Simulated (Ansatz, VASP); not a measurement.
One calculation of TaN, two programs

```
Ta N
1.0
     3.06415    0.00000    0.00000
    -1.53207    2.65363    0.00000
     0.00000    0.00000   15.95116
Ta N
6 6
Cartesian
  0.0000 0.0000 0.0000
  0.0000 1.7691 2.7569
  1.5321 0.8845 5.2186
  0.0000 0.0000 7.9756
  1.5321 0.8845 10.7325
  0.0000 1.7691 13.1942
  1.5321 0.8845 1.3456
  0.0000 0.0000 3.9878
  0.0000 1.7691 6.6300
  0.0000 1.7691 9.3212
  0.0000 0.0000 11.9634
  1.5321 0.8845 14.6056
```

Alike in both runs: task single point; functional PBE; k mesh 21 × 21 × 6; occupations gaussian, width 0.1 eV; no spin polarisation.

|  | VASP | Ansatz |
| --- | --- | --- |
| version | VASP 6.6.1 | Ansatz 0.2.0 |
| potentials or method | VASP PAW PBE potentials, release 64 (Ta_pv, N), cutoff 520 eV | scalar-relativistic, plane waves, PAW |
| valence electrons in the cell | 96 | 108 |

|  | VASP | Ansatz | Ansatz less VASP |
| --- | --- | --- | --- |
| gap on the k mesh at the Fermi level (eV) | none | none | - |
| pressure (GPa) | 0.7 | 0.0 | -0.77 |
| rms of the force components (eV/Å) | 0.030 | 0.027 | -0.0024 |

A gap of «none» marks a metal or a gap that the smearing closes. VASP's potentials hold 96 valence electrons a cell and Ansatz's 108, so a difference there can come from the potentials and not from the codes.

Spin-orbit coupling is off throughout.
